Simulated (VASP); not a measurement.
# CdS in VASP: further runs, part 2 of 2

VASP 6.6.1. The steps go on from the part before.

## 4. Electric field gradients, PBE (volume scaled by 1.06)

Input file INCAR:

```
SYSTEM = CdS
PREC     = Accurate       ! precision mode
ENCUT    = 520            ! plane-wave cutoff, eV
EDIFF    = 1E-8           ! SCF threshold, eV
ISMEAR   = -1             ! smearing method
SIGMA    = 0.02           ! smearing width, eV
LREAL    = .FALSE.        ! projectors in reciprocal space
LASPH    = .TRUE.         ! aspherical terms in the spheres
NELM     = 80             ! most SCF steps
ALGO     = Normal         ! electronic algorithm
ISIF     = 2              ! what is computed and relaxed
LWAVE    = .FALSE.        ! write WAVECAR
LCHARG   = .FALSE.        ! write CHGCAR
GGA      = PE             ! functional
LEFG     = .TRUE.       
NBANDS   = 16             ! bands
```

Input file KPOINTS:

```
Automatic mesh
0
G
  7 7 7
  0 0 0
```

Input file POSCAR:

```
CdS
1.0
    0.0000000000      3.0006730886      3.0006730886
    3.0006730886      0.0000000000      3.0006730886
    3.0006730886      3.0006730886      0.0000000000
Cd S
1 1
Direct
    0.0000000000      0.0000000000      0.0000000000
    0.7500000000      0.7500000000      0.7500000000
```

Potentials or basis: VASP PAW PBE potentials, release 64 (Cd, S).

Run with:

```bash
> cat potpaw_PBE.64/Cd/POTCAR potpaw_PBE.64/S/POTCAR > POTCAR
> mpirun -np 1 vasp_std > vasp.out
```

OUTCAR:

```text
SYSTEM = CdS
   PREC = Accurate
   ENCUT = 520
   EDIFF = 1E-8
   ISMEAR = -1
   LREAL = .FALSE.
   LASPH = .TRUE.
   NELM = 80
   ISIF = 2
   GGA = PE

 ion  position               nearest neighbor table
   1  0.000  0.000  0.000-   2 2.60   2 2.60   2 2.60   2 2.60
   2  0.750  0.750  0.750-   1 2.60   1 2.60   1 2.60   1 2.60

  LATTYP: Found a face centered cubic cell.
 ALAT       =     6.0013461772

  Lattice vectors:

 A1 = (   0.0000000000,   3.0006730886,   3.0006730886)
 A2 = (   3.0006730886,   0.0000000000,   3.0006730886)
 A3 = (   3.0006730886,   3.0006730886,   0.0000000000)

Analysis of symmetry for initial positions (statically):
=====================================================================
 Subroutine PRICEL returns:
 Original cell was already a primitive cell.

 Routine SETGRP: Setting up the symmetry group for a
 face centered cubic supercell.

 Subroutine GETGRP returns: Found 24 space group operations
 (whereof 24 operations were pure point group operations)
 out of a pool of 48 trial point group operations.

The static configuration has the point symmetry T_d .

Analysis of symmetry for dynamics (positions and initial velocities):
=====================================================================
 Subroutine PRICEL returns:
 Original cell was already a primitive cell.

 Routine SETGRP: Setting up the symmetry group for a
 face centered cubic supercell.

 Subroutine GETGRP returns: Found 24 space group operations
 (whereof 24 operations were pure point group operations)
 out of a pool of 48 trial point group operations.

[... 152 lines left out ...]
      2      -6.8387      2.00000
      3      -6.8387      2.00000
      4      -6.8387      2.00000
      5      -6.4665      2.00000
      6      -6.4665      2.00000
[... 357 lines left out ...]
      3      -6.6341      2.00000
      4      -6.5038      2.00000
      5      -6.4502      2.00000
      6      -5.9826      2.00000
[... 8 lines left out ...]
     15      12.6966      0.00000
     16      14.2240      0.00000

------------------------ aborting loop because EDIFF is reached ----------------------------------------

  FORCE on cell =-STRESS in cart. coord.  units (eV):
  Direction    XX          YY          ZZ          XY          YZ          ZX
  --------------------------------------------------------------------------------------
  -------------------------------------------------------------------------------------
  Total       -0.5375278     -0.5375278     -0.5375278      0.0000000      0.0000000      0.0000000
  in kB      -15.9376940    -15.9376940    -15.9376940      0.0000000      0.0000000      0.0000000
  external PRESSURE =     -15.9376940 kB  Pullay stress =       0.0000000 kB

 VOLUME and BASIS-vectors are now :
 -----------------------------------------------------------------------------
  energy-cutoff  :      520.00
  volume of cell :       54.04
      direct lattice vectors                 reciprocal lattice vectors
     0.000000000  3.000673089  3.000673089    -0.166629281  0.166629281  0.166629281
     3.000673089  0.000000000  3.000673089     0.166629281 -0.166629281  0.166629281
     3.000673089  3.000673089  0.000000000     0.166629281  0.166629281 -0.166629281

 POSITION                                       TOTAL-FORCE (eV/Angst)
 -----------------------------------------------------------------------------------
      0.00000      0.00000      0.00000         0.000000     -0.000000     -0.000000
      4.50101      4.50101      4.50101        -0.000000      0.000000      0.000000
 -----------------------------------------------------------------------------------
    total drift:                                0.000000      0.000000      0.000001

  FREE ENERGIE OF THE ION-ELECTRON SYSTEM (eV)
  ---------------------------------------------------
  free  energy   TOTEN  =        -6.1384225210 eV

  energy  without entropy=       -6.1384225210  energy(sigma->0) =       -6.13842252

 Electric field gradients (V/A^2)
---------------------------------------------------------------------
 ion       V_xx      V_yy      V_zz      V_xy      V_xz      V_yz
---------------------------------------------------------------------
   1      -0.000    -0.000     0.000    -0.000    -0.000    -0.000
   2       0.000    -0.000    -0.000    -0.001    -0.001    -0.001
---------------------------------------------------------------------

 Electric field gradients after diagonalization (V/A^2)
 (convention: |V_zz| > |V_xx| > |V_yy|)
----------------------------------------------------------------------
 ion       V_xx      V_yy      V_zz     asymmetry (V_yy - V_xx)/ V_zz
----------------------------------------------------------------------
   1       0.000     0.000    -0.000       0.000
   2       0.001     0.001    -0.001       0.000
----------------------------------------------------------------------

           NMR quadrupolar parameters

 Cq : quadrupolar parameter    Cq=e*Q*V_zz/h
 eta: asymmetry parameters     (V_yy - V_xx)/ V_zz
 Q  : nuclear electric quadrupole moment in mb (millibarn)
----------------------------------------------------------------------
 ion       Cq(MHz)       eta       Q (mb)
----------------------------------------------------------------------
   1      -0.000       0.000       1.000
   2      -0.000       0.000       1.000
----------------------------------------------------------------------
```

OSZICAR:

```text
N       E                     dE             d eps       ncg     rms          rms(c)
DAV:   1     0.110981227334E+03    0.11098E+03   -0.89315E+03   640   0.102E+03
DAV:   2    -0.193433108062E+01   -0.11292E+03   -0.10556E+03   768   0.253E+02
DAV:   3    -0.667049104257E+01   -0.47362E+01   -0.47262E+01   776   0.534E+01
DAV:   4    -0.670152415366E+01   -0.31033E-01   -0.31030E-01   816   0.425E+00
DAV:   5    -0.670195328143E+01   -0.42913E-03   -0.42912E-03   792   0.464E-01    0.677E+00
DAV:   6    -0.615474803597E+01    0.54721E+00   -0.89363E-01   976   0.110E+01    0.564E+00
DAV:   7    -0.613809344341E+01    0.16655E-01   -0.17367E-01   792   0.287E+00    0.286E+00
DAV:   8    -0.613816369636E+01   -0.70253E-04   -0.14723E-02   744   0.146E+00    0.246E-01
DAV:   9    -0.613816602552E+01   -0.23292E-05   -0.16018E-03   784   0.536E-01    0.693E-02
DAV:  10    -0.613833631519E+01   -0.17029E-03   -0.23504E-04   800   0.134E-01    0.756E-02
DAV:  11    -0.613842720801E+01   -0.90893E-04   -0.14672E-04   816   0.830E-02    0.287E-02
DAV:  12    -0.613842153017E+01    0.56778E-05   -0.16181E-05   768   0.448E-02    0.754E-03
DAV:  13    -0.613842250957E+01   -0.97940E-06   -0.22194E-06   768   0.909E-03    0.634E-03
DAV:  14    -0.613842252342E+01   -0.13849E-07   -0.24318E-07   848   0.359E-03    0.366E-03
DAV:  15    -0.613842252104E+01    0.23731E-08   -0.54572E-09   616   0.464E-04
   1 F= -.61384225E+01 E0= -.61384225E+01  d E =-.102656E-11
```

stdout:

```text
POSCAR found type information on POSCAR CdS
 POSCAR found :  2 types and       2 ions
 scaLAPACK will be used
 LDA part: xc-table for (Slater+PW92), standard interpolation
 POSCAR, INCAR and KPOINTS ok, starting setup
 FFT: planning ... GRIDC
 FFT: planning ... GRID_SOFT
 FFT: planning ... GRID
 WAVECAR not read
 entering main loop
ion   1

ion   2
```

Run time: 29 s. Hardware: 1 thread of AMD EPYC 7R13, shared host; peak memory 0.15 GiB.

Results:

```yaml
Free_energy: -6.1384 eV
Pressure: -1.6 GPa
Band_gap_on_the_k_mesh: 0.96 eV, direct
```

Caveat: without QUAD_EFG the Cq values of the log hold for a quadrupole moment of 1 mb, not for the nuclei.

## 5. Electric field gradients, PBE (zz strain of -3 %)

Input file INCAR:

```
SYSTEM = CdS
ALGO = Normal
EDIFF = 1E-8
ENCUT = 400
GGA = PE
GGA_COMPAT = .False.
ISIF = 2
ISMEAR = -1
LASPH = .True.
LCHARG = .False.
LEFG = .True.
LREAL = .False.
LWAVE = .False.
NBANDS = 16
NELM = 120
PREC = Accurate
SIGMA = 0.02
```

Input file KPOINTS:

```
k-points
0
Gamma
  7 7 7
  0 0 0
```

Input file POSCAR:

```
CdS
1.0
    0.0000000000      2.9429534649      2.8546648610
    2.9429534649      0.0000000000      2.8546648610
    2.9429534649      2.9429534649      0.0000000000
Cd S
1 1
Direct
    0.0000000000      0.0000000000      0.0000000000
    0.7500000000      0.7500000000      0.7500000000
```

Potentials or basis: VASP PAW PBE potentials, release 64 (Cd, S).

Run with:

```bash
> cat potpaw_PBE.64/Cd/POTCAR potpaw_PBE.64/S/POTCAR > POTCAR
> mpirun -np 1 vasp_std > vasp.out
```

OUTCAR:

```text
SYSTEM = CdS
   EDIFF = 1E-8
   ENCUT = 400
   GGA = PE
   ISIF = 2
   ISMEAR = -1
   LASPH = .True.
   LREAL = .False.
   NELM = 120
   PREC = Accurate

 ion  position               nearest neighbor table
   1  0.000  0.000  0.000-   2 2.52   2 2.52   2 2.52   2 2.52
   2  0.750  0.750  0.750-   1 2.52   1 2.52   1 2.52   1 2.52

  LATTYP: Found a body centered tetragonal cell.
 ALAT       =     4.1619647035
 C/A-ratio  =     1.3717871555

  Lattice vectors:

 A1 = (   0.0000000000,  -2.9429534649,  -2.8546648610)
 A2 = (   0.0000000000,   2.9429534649,  -2.8546648610)
 A3 = (   2.9429534649,   0.0000000000,   2.8546648610)

Analysis of symmetry for initial positions (statically):
=====================================================================
 Subroutine PRICEL returns:
 Original cell was already a primitive cell.

 Routine SETGRP: Setting up the symmetry group for a
 body centered tetragonal supercell.

 Subroutine GETGRP returns: Found  8 space group operations
 (whereof  8 operations were pure point group operations)
 out of a pool of 16 trial point group operations.

The static configuration has the point symmetry D_2d.

Analysis of symmetry for dynamics (positions and initial velocities):
=====================================================================
 Subroutine PRICEL returns:
 Original cell was already a primitive cell.

 Routine SETGRP: Setting up the symmetry group for a
 body centered tetragonal supercell.

 Subroutine GETGRP returns: Found  8 space group operations
 (whereof  8 operations were pure point group operations)
 out of a pool of 16 trial point group operations.

The dynamic configuration has the point symmetry D_2d.
[... 150 lines left out ...]
 fundamental gap:      1.0963629340
 Fermi energy:         1.8404496049

 k-point     1 :       0.0000    0.0000    0.0000
  band No.  band energies     occupation
      1     -11.0453      2.00000
      2      -6.4001      2.00000
      3      -6.4001      2.00000
      4      -6.3822      2.00000
      5      -5.9173      2.00000
      6      -5.9043      2.00000
[... 433 lines left out ...]
      3      -6.1808      2.00000
      4      -5.9707      2.00000
      5      -5.8751      2.00000
      6      -5.4453      2.00000
[... 8 lines left out ...]
     15      13.7503      0.00000
     16      14.8155      0.00000

 [... further k-points ...]
[... 5 lines left out ...]
  --------------------------------------------------------------------------------------
  -------------------------------------------------------------------------------------
  Total        0.8784791      0.8784791      1.0166147      0.0000000      0.0000000      0.0000000
  in kB       28.4636194     28.4636194     32.9393534      0.0000000      0.0000000      0.0000000
  external PRESSURE =      29.9555307 kB  Pullay stress =       0.0000000 kB

 VOLUME and BASIS-vectors are now :
 -----------------------------------------------------------------------------
  energy-cutoff  :      400.00
  volume of cell :       49.45
      direct lattice vectors                 reciprocal lattice vectors
     0.000000000  2.942953465  2.854664861    -0.169897352  0.169897352  0.175151909
     2.942953465  0.000000000  2.854664861     0.169897352 -0.169897352  0.175151909
     2.942953465  2.942953465  0.000000000     0.169897352  0.169897352 -0.175151909

 POSITION                                       TOTAL-FORCE (eV/Angst)
 -----------------------------------------------------------------------------------
      0.00000      0.00000      0.00000         0.000000      0.000000      0.000000
      4.41443      4.41443      4.28200        -0.000000     -0.000000      0.000000
 -----------------------------------------------------------------------------------
    total drift:                               -0.000000     -0.000000      0.000000

  FREE ENERGIE OF THE ION-ELECTRON SYSTEM (eV)
  ---------------------------------------------------
  free  energy   TOTEN  =        -6.1129923139 eV

  energy  without entropy=       -6.1129923139  energy(sigma->0) =       -6.11299231

 Electric field gradients (V/A^2)
---------------------------------------------------------------------
 ion       V_xx      V_yy      V_zz      V_xy      V_xz      V_yz
---------------------------------------------------------------------
   1      -4.790    -4.790     9.580     0.001     0.003     0.003
   2       2.808     2.808    -5.615    -0.000     0.000     0.000
---------------------------------------------------------------------

 Electric field gradients after diagonalization (V/A^2)
 (convention: |V_zz| > |V_xx| > |V_yy|)
----------------------------------------------------------------------
 ion       V_xx      V_yy      V_zz     asymmetry (V_yy - V_xx)/ V_zz
----------------------------------------------------------------------
   1      -4.791    -4.789     9.580       0.000
   2       2.808     2.808    -5.615       0.000
----------------------------------------------------------------------

           NMR quadrupolar parameters

 Cq : quadrupolar parameter    Cq=e*Q*V_zz/h
 eta: asymmetry parameters     (V_yy - V_xx)/ V_zz
 Q  : nuclear electric quadrupole moment in mb (millibarn)
----------------------------------------------------------------------
 ion       Cq(MHz)       eta       Q (mb)
----------------------------------------------------------------------
   1       0.023       0.000       1.000
   2      -0.014       0.000       1.000
----------------------------------------------------------------------
```

It took 15 s on 1 thread of Intel Xeon Platinum 8488C (Sapphire Rapids), shared host; peak memory 0.16 GiB.

Results:

```yaml
Free_energy: -6.1130 eV
Pressure: 3.0 GPa
Band_gap_on_the_k_mesh: 1.10 eV, direct
```

Electric field gradients, principal values (V/Å²):
```
atom   least  middle  greatest (by size)
1 Cd  -4.789  -4.791               9.580
 2 S   2.808   2.808              -5.615
```

Caveat: the cell differs from its parent crystal (zz strain of -3 %); without QUAD_EFG the Cq values of the log hold for a quadrupole moment of 1 mb, not for the nuclei.

## 6. The runs side by side

| cell | cutoff (eV) | gap on the mesh (eV) | pressure (GPa) |
| --- | --- | --- | --- |
| a = 4.148 Å, angles 60.0°, 2 atoms | 520 | 1.11 | 2.1 |
| a = 4.244 Å, angles 60.0°, 2 atoms | 520 | 0.96 | -1.6 |
| a = 4.100, b = 4.100, c = 4.162 Å, angles 59.5, 59.5, 61.0°, 2 atoms | 400 | 1.10 | 3.0 |

Alike in all rows: task electric field gradients; level PBE; potentials or basis VASP PAW PBE potentials, release 64 (Cd, S); no spin polarisation; k mesh 7 × 7 × 7; smearing fermi-dirac 0.02 eV.

Absolute energies hang on the potentials; compare differences alone.
